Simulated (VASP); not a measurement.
# Ge5Mo (P4/mmm) in VASP: notebook

Runs on Ge5Mo. Level: PBE. Tasks: single point.

Everything below comes from runs of VASP 6.6.1. Logs are shortened: lines on timing, memory, paths and dates and some standing lists are left out, and cuts for length are marked.

## Step 1: The cell of the first run

The structure is tetragonal, space group P4/mmm (No. 123). Conventional cell: a = 3.132 Å, b = 3.132 Å, c = 11.133 Å, α = 90.00°, β = 90.00°, γ = 90.00°. Within 3.9 Å of Ge (site symmetry 4mm) lie 12 Ge at 2.98 to 3.13 Å and 1 Mo at 3.57 Å. Ge (site symmetry 4mm) has 4 Mo at 2.68 Å and 9 Ge at 3.01 to 3.13 Å within 3.5 Å. Within 3.9 Å of Ge (site symmetry 4/mmm) lie 12 Ge at 2.98 to 3.13 Å. Within 3.5 Å of Mo (site symmetry 4/mmm) lie 8 Ge at 2.68 Å and 4 Mo at 3.13 Å.

## Step 2: Single point, PBE

Input file INCAR:

```
PREC = Accurate
ENCUT = 520
EDIFF = 1E-6
ISMEAR = 0
SIGMA = 0.1
LREAL = F
LASPH = T
NELM = 60
ALGO = Normal
ISIF = 2
LWAVE = F
LCHARG = F
GGA = PE
NBANDS = 51
```

Input file KPOINTS:

```
regular mesh
0
Gamma
  6 6 2
```

Input file POSCAR:

```
Ge5Mo
1.0
    3.1323590317      0.0000000000      0.0000000000
    0.0000000000      3.1323590317      0.0000000000
    0.0000000000      0.0000000000     11.1326046044
Ge Mo
5 1
Direct
    0.5000000000      0.5000000000      0.3206869728
    0.5000000000      0.5000000000      0.6793130272
    0.0000000000      0.0000000000      0.1352839093
    0.0000000000      0.0000000000      0.8647160907
    0.0000000000      0.0000000000      0.5000000000
    0.5000000000      0.5000000000      0.0000000000
```

Potentials or basis: VASP PAW PBE potentials, release 64 (Ge_d, Mo_sv).

The run is started by

```console
cat potpaw_PBE.64/Ge_d/POTCAR potpaw_PBE.64/Mo_sv/POTCAR > POTCAR
mpirun -np 1 vasp_std > vasp.out
```

OUTCAR:

```text
PREC = Accurate
   ENCUT = 520
   EDIFF = 1E-6
   ISMEAR = 0
   LREAL = F
   LASPH = T
   NELM = 60
   ISIF = 2
   GGA = PE

 ion  position               nearest neighbor table
   1  0.500  0.500  0.321-
   2  0.500  0.500  0.679-
   3  0.000  0.000  0.135-   6 2.68   6 2.68   6 2.68   6 2.68
   4  0.000  0.000  0.865-   6 2.68   6 2.68   6 2.68   6 2.68
   5  0.000  0.000  0.500-
   6  0.500  0.500  0.000-   3 2.68   4 2.68   3 2.68   4 2.68   3 2.68   4 2.68   3 2.68   4 2.68

  LATTYP: Found a simple tetragonal cell.
 ALAT       =     3.1323590317
 C/A-ratio  =     3.5540640430

  Lattice vectors:

 A1 = (   3.1323590317,   0.0000000000,   0.0000000000)
 A2 = (   0.0000000000,   3.1323590317,   0.0000000000)
 A3 = (   0.0000000000,   0.0000000000,  11.1326046044)

Analysis of symmetry for initial positions (statically):
=====================================================================
 Subroutine PRICEL returns:
 Original cell was already a primitive cell.

 Routine SETGRP: Setting up the symmetry group for a
 simple tetragonal supercell.

 Subroutine GETGRP returns: Found 16 space group operations
 (whereof 16 operations were pure point group operations)
 out of a pool of 16 trial point group operations.

The static configuration has the point symmetry D_4h.

Analysis of symmetry for dynamics (positions and initial velocities):
=====================================================================
 Subroutine PRICEL returns:
 Original cell was already a primitive cell.

 Routine SETGRP: Setting up the symmetry group for a
 simple tetragonal supercell.

 Subroutine GETGRP returns: Found 16 space group operations
 (whereof 16 operations were pure point group operations)
 out of a pool of 16 trial point group operations.

The dynamic configuration has the point symmetry D_4h.

 Subroutine INISYM returns: Found 16 space group operations
 (whereof 16 operations are pure point group operations),
 and found     1 'primitive' translations

----------------------------------------------------------------------------------------

                                     Primitive cell

  volume of cell :     109.2295

  direct lattice vectors                    reciprocal lattice vectors
     3.132359032  0.000000000  0.000000000     0.319248206  0.000000000  0.000000000
     0.000000000  3.132359032  0.000000000     0.000000000  0.319248206  0.000000000
     0.000000000  0.000000000 11.132604604     0.000000000  0.000000000  0.089826239

  length of vectors
     3.132359032  3.132359032 11.132604604     0.319248206  0.319248206  0.089826239

  position of ions in fractional coordinates (direct lattice)
     0.500000000  0.500000000  0.320686973
     0.500000000  0.500000000  0.679313027
     0.000000000  0.000000000  0.135283909
     0.000000000  0.000000000  0.864716091
     0.000000000  0.000000000  0.500000000
     0.500000000  0.500000000  0.000000000

  ion indices of the primitive-cell ions
   primitive index   ion index
                 1           1
                 2           2
                 3           3
                 4           4
                 5           5
                 6           6

----------------------------------------------------------------------------------------

 KPOINTS: regular mesh

Automatic generation of k-mesh.
 Grid dimensions read from file:
 generate k-points for:    6    6    2

 Generating k-lattice:

  Cartesian coordinates                     Fractional coordinates (reciprocal lattice)
     0.053208034  0.000000000  0.000000000     0.166666667  0.000000000  0.000000000
     0.000000000  0.053208034  0.000000000     0.000000000  0.166666667  0.000000000
     0.000000000  0.000000000  0.044913119     0.000000000  0.000000000  0.500000000

  Length of vectors
     0.053208034  0.053208034  0.044913119

  Shift w.r.t. Gamma in fractional coordinates (k-lattice)
     0.000000000  0.000000000  0.000000000

 Subroutine IBZKPT returns following result:
 ===========================================

 Found     20 irreducible k-points:

 Following reciprocal coordinates:
            Coordinates               Weight
  0.000000  0.000000  0.000000      1.000000
  0.166667  0.000000  0.000000      4.000000
  0.333333  0.000000  0.000000      4.000000
  0.500000  0.000000  0.000000      2.000000
  0.166667  0.166667  0.000000      4.000000
  0.333333  0.166667  0.000000      8.000000
[... 12 lines left out ...]
  0.500000  0.333333  0.500000      4.000000
  0.500000  0.500000  0.500000      1.000000
   k-points           NKPTS =     20   k-points in BZ     NKDIM =     20   number of bands    NBANDS=     51
   number of dos      NEDOS =    301   number of ions     NIONS =      6
   total plane-waves  NPLWV =  48384
   dimension x,y,z NGX =    24 NGY =   24 NGZ =   84
   dimension x,y,z NGXF=    48 NGYF=   48 NGZF=  168
   ions per type =               5   1
   NGX,Y,Z   is equivalent  to a cutoff of  12.74, 12.74, 12.54 a.u.
   NGXF,Y,Z  is equivalent  to a cutoff of  25.48, 25.48, 25.09 a.u.
 SYSTEM =  unknown system
   PREC   = accura    normal or accurate (medium, high low for compatibility)
   ISTART =      0    job   : 0-new  1-cont  2-samecut
   ICHARG =      2    charge: 1-file 2-atom 10-const
   ISPIN  =      1    spin polarized calculation?
   LNONCOLLINEAR =      F non collinear calculations
   LSORBIT =      F    spin-orbit coupling
   LASPH  =      T    aspherical Exc in radial PAW
   ENCUT  =  520.0 eV  38.22 Ry    6.18 a.u.   5.82  5.82 20.70*2*pi/ulx,y,z
   NELM   =     60;   NELMIN=  2; NELMDL= -5     # of ELM steps
   EDIFF  = 0.1E-05   stopping-criterion for ELM
   LREAL  =      F    real-space projection
   EDIFFG = 0.1E-04   stopping-criterion for IOM
   NSW    =      0    number of steps for IOM
   IBRION =     -1    ionic relax: 0-MD 1-quasi-New 2-CG
   NFREE  =      0    steps in history (QN), initial steepest desc. (CG)
   ISIF   =      2    stress and relaxation
   ISYM   =      2    0-nonsym 1-usesym 2-fastsym
   POTIM  = 0.5000    time-step for ionic-motion
   TEBEG  =    0.0;   TEEND  =   0.0 temperature during run
   PSTRESS=    0.0 pullay stress
   NELECT =      84.0000    total number of electrons
   NUPDOWN=      -1.0000    fix difference up-down
   EMIN   =  10.00;   EMAX   =-10.00  energy-range for DOS
   EFERMI =   0.00;   METHOD = LEGACY
   ISMEAR =     0;   SIGMA  =   0.10  broadening in eV -4-tet -1-fermi 0-gaus
   EFERMI_NEDOS =   21; number of points for ismear=-14 and -15
   IALGO  =     38    algorithm
   IMIX   =      4    mixing-type and parameters
     AMIX     =   0.40;   BMIX     =  1.00
     AMIX_MAG =   1.60;   BMIX_MAG =  1.00
  volume/ion in A,a.u.               =      18.20       122.85
  Fermi-wavevector in a.u.,A,eV,Ry     =   1.499874  2.834350 30.607947  2.249621
  Thomas-Fermi vector in A             =   2.611447
   LORBIT       =      0    0 simple, 1 ext, 2 COOP (PROOUT), +10 PAW based schemes
   GGA     = PE    functional components
   LHFCALC =     F    Hartree Fock is set to
   AEXX    =    0.0000 exact exchange contribution
   IVDW    =     0    specifies the selected vdW correction
   LEPSILON=     F    determine dielectric tensor
   LRPA    =     F    only Hartree local field effects (RPA)
 non-spin polarized calculation
 Gauss-broadening in eV      SIGMA  =   0.10
  energy-cutoff  :      520.00
  volume of cell :      109.23
 maximum number of plane-waves:      2984
 NGX is ok and might be reduce to    24
   NGX = 11   NGY = 11   NGZ = 41

 number of electron      84.0000095 magnetization

 Free energy of the ion-electron system (eV)
  ---------------------------------------------------
  ext. energy  EPLUGINS =         0.00000000
  ---------------------------------------------------
  free energy    TOTEN  =       -31.66273877 eV

  energy without entropy =      -31.64546580  energy(sigma->0) =      -31.65410228

 E-fermi :   7.5046     XC(G=0): -11.6151

 val. band max:        7.4928058201   @ k =   0.1667   0.1667   0.5000
 cond. band min:       7.5753047140   @ k =   0.5000   0.3333   0.5000
 fundamental gap:      0.0824988939
 Fermi energy:         7.5045650790

 k-point     1 :       0.0000    0.0000    0.0000
  band No.  band energies     occupation
      1     -53.1669      2.00000
      2     -27.3491      2.00000
      3     -27.1476      2.00000
      4     -27.1476      2.00000
      5     -17.2846      2.00000
      6     -17.2545      2.00000
[... 43 lines left out ...]
     50      13.7015      0.00000
     51      13.8381      0.00000

 k-point     2 :       0.1667    0.0000    0.0000
  band No.  band energies     occupation
      1     -53.1612      2.00000
      2     -27.3400      2.00000
      3     -27.2224      2.00000
      4     -27.1407      2.00000
      5     -17.2736      2.00000
      6     -17.2468      2.00000
[... 43 lines left out ...]
     50      12.8641      0.00000
     51      13.6957      0.00000

 k-point     3 :       0.3333    0.0000    0.0000
  band No.  band energies     occupation
      1     -53.1497      2.00000
      2     -27.3696      2.00000
      3     -27.3219      2.00000
      4     -27.1268      2.00000
      5     -17.2585      2.00000
      6     -17.2484      2.00000
[... 43 lines left out ...]
     50      13.3596      0.00000
     51      13.3874      0.00000
[... 811 lines left out ...]
 k-point    19 :       0.5000    0.3333    0.5000
  band No.  band energies     occupation
      1     -53.1272      2.00000
      2     -27.4114      2.00000
      3     -27.3319      2.00000
      4     -27.2897      2.00000
      5     -17.2720      2.00000
      6     -17.2716      2.00000
[... 43 lines left out ...]
     50      10.5243      0.00000
     51      11.2890      0.00000

 k-point    20 :       0.5000    0.5000    0.5000
  band No.  band energies     occupation
      1     -53.1217      2.00000
      2     -27.4011      2.00000
      3     -27.4011      2.00000
      4     -27.2820      2.00000
      5     -17.2793      2.00000
      6     -17.2793      2.00000
[... 43 lines left out ...]
     50      10.3038      0.00000
     51      10.3044      0.00000

------------------------ aborting loop because EDIFF is reached ----------------------------------------

  FORCE on cell =-STRESS in cart. coord.  units (eV):
  Direction    XX          YY          ZZ          XY          YZ          ZX
  --------------------------------------------------------------------------------------
  -------------------------------------------------------------------------------------
  Total        0.1938298      0.1938298      0.0468792      0.0000000     -0.0000000      0.0000000
  in kB        2.8430944      2.8430944      0.6876240      0.0000000     -0.0000000      0.0000000
  external PRESSURE =       2.1246043 kB  Pullay stress =       0.0000000 kB

 VOLUME and BASIS-vectors are now :
 -----------------------------------------------------------------------------
  energy-cutoff  :      520.00
  volume of cell :      109.23
      direct lattice vectors                 reciprocal lattice vectors
     3.132359032  0.000000000  0.000000000     0.319248206  0.000000000  0.000000000
     0.000000000  3.132359032  0.000000000     0.000000000  0.319248206  0.000000000
     0.000000000  0.000000000 11.132604604     0.000000000  0.000000000  0.089826239

 POSITION                                       TOTAL-FORCE (eV/Angst)
 -----------------------------------------------------------------------------------
      1.56618      1.56618      3.57008         0.000000      0.000000     -0.032459
      1.56618      1.56618      7.56252         0.000000     -0.000000      0.032459
      0.00000      0.00000      1.50606         0.000000      0.000000      0.051247
      0.00000      0.00000      9.62654         0.000000     -0.000000     -0.051247
      0.00000      0.00000      5.56630         0.000000      0.000000      0.000000
      1.56618      1.56618      0.00000         0.000000      0.000000      0.000000
 -----------------------------------------------------------------------------------
    total drift:                                0.000000     -0.000000      0.000000

  FREE ENERGIE OF THE ION-ELECTRON SYSTEM (eV)
  ---------------------------------------------------
  free  energy   TOTEN  =       -31.6627387730 eV

  energy  without entropy=      -31.6454657959  energy(sigma->0) =      -31.65410228
```

Wall time 99 s (1 thread of Intel Xeon 6975P-C, shared host); peak memory 0.25 GiB.

What came out:

| Item | Value |
| --- | --- |
| Free energy | -31.6627 eV |
| Pressure | 0.2 GPa |
| Largest force | 0.051 eV/Å |
| Band gap on the k mesh | zero (band 42 reaches 9.66 eV, above the bottom of band 43 at 5.87 eV) |

Forces on the atoms (eV/Å):
```
Ge   0.000  0.000 -0.032
Ge   0.000  0.000  0.032
Ge   0.000  0.000  0.051
Ge   0.000  0.000 -0.051
Ge   0.000  0.000  0.000
Mo   0.000  0.000  0.000
```

Levels at points of the mesh, in eV from the Fermi level:
```csv
k point,band 39,band 40,band 41,band 42,band 43,band 44,band 45,band 46
"(0.00, 0.00, 0.00)",-0.67,1.10,1.28,1.85,1.85,3.43,3.43,3.67
"(0.50, 0.00, 0.00)",-3.12,-1.20,-0.88,-0.23,0.49,2.01,2.43,2.85
"(0.50, 0.50, 0.00)",-2.43,-2.43,-1.76,-1.63,-1.63,-1.22,0.25,1.29
"(0.00, 0.00, 0.50)",-0.51,1.09,1.28,2.16,2.16,2.49,2.49,2.56
"(0.50, 0.00, 0.50)",-1.91,-1.20,-0.82,-0.74,0.49,1.50,1.91,3.26
"(0.50, 0.50, 0.50)",-3.43,-3.43,-2.04,-0.76,-0.76,-0.72,-0.18,0.78
```

## Step 3: Single point, PBE

This run uses another cell than the first one, of 20.23 Å³/atom, 1.111 times its volume.

Input file INCAR:

```
SYSTEM = Ge5Mo
PREC = Accurate ; ENCUT = 520
EDIFF = 1E-6 ; ISMEAR = 0
SIGMA = 0.1 ; LREAL = .False.
LASPH = .True. ; NELM = 60
ALGO = Normal ; ISIF = 2
LWAVE = .False. ; LCHARG = .True.
GGA = PE ; LELF = .True.
LVHAR = .True. ; NBANDS = 51
```

Input file KPOINTS:

```
regular mesh
0
Gamma
  6 6 2
  0 0 0
```

Input file POSCAR:

```
Ge5Mo
1.0
    3.0601962200      0.0000000000      0.0000000000
    0.0000000000      3.0601962200      0.0000000000
    0.0000000000      0.0000000000     12.9628926600
Ge Mo
5 1
Direct
    0.5000000000      0.5000000000      0.3344822800
    0.5000000000      0.5000000000      0.6655177200
    0.0000000000      0.0000000000      0.1759868000
    0.0000000000      0.0000000000      0.8240132000
    0.0000000000      0.0000000000      0.5000000000
    0.5000000000      0.5000000000      0.0000000000
```

Potentials or basis: VASP PAW PBE potentials, release 64 (Ge_d, Mo_sv).

The run is started by

```console
cat potpaw_PBE.64/Ge_d/POTCAR potpaw_PBE.64/Mo_sv/POTCAR > POTCAR
mpirun -np 1 vasp_std > vasp.out
```

Wall time 2 min (1 thread of Intel Xeon 6975P-C, shared host); peak memory 0.27 GiB.

It converged, with:

- Free energy: -30.1320 eV
- Pressure: -8.7 GPa
- Largest force: 1.510 eV/Å
- Band gap on the k mesh: zero (band 42 reaches 8.61 eV, above the bottom of band 43 at 4.85 eV)

Forces on the atoms (eV/Å):
```
Ge   0.000  0.000  0.214
Ge   0.000  0.000 -0.214
Ge   0.000  0.000 -1.510
Ge   0.000  0.000  1.510
Ge   0.000  0.000  0.000
Mo   0.000  0.000  0.000
```

Stress tensor (GPa, compression positive):
```
 -7.92   0.00   0.00
  0.00  -7.92   0.00
  0.00   0.00 -10.12
```

Levels at points of the mesh, in eV from the Fermi level:
```csv
k point,band 39,band 40,band 41,band 42,band 43,band 44,band 45,band 46
"(0.00, 0.00, 0.00)",0.32,0.32,1.60,1.99,2.52,2.52,3.31,3.45
"(0.50, 0.00, 0.00)",-2.90,-1.68,-1.65,0.00,0.84,1.10,1.36,1.55
"(0.50, 0.50, 0.00)",-2.61,-2.01,-2.01,-1.77,-1.77,-0.68,0.17,0.66
"(0.00, 0.00, 0.50)",0.32,0.32,0.93,1.60,2.62,2.62,3.16,3.16
"(0.50, 0.00, 0.50)",-2.08,-1.69,-0.82,-0.08,0.00,0.00,0.84,3.02
"(0.50, 0.50, 0.50)",-2.81,-2.81,-2.68,-0.45,-0.40,-0.40,-0.39,-0.39
```

Caveat: forces of over 1 eV/Å act on the atoms, so gaps and moduli don't describe the material at rest.
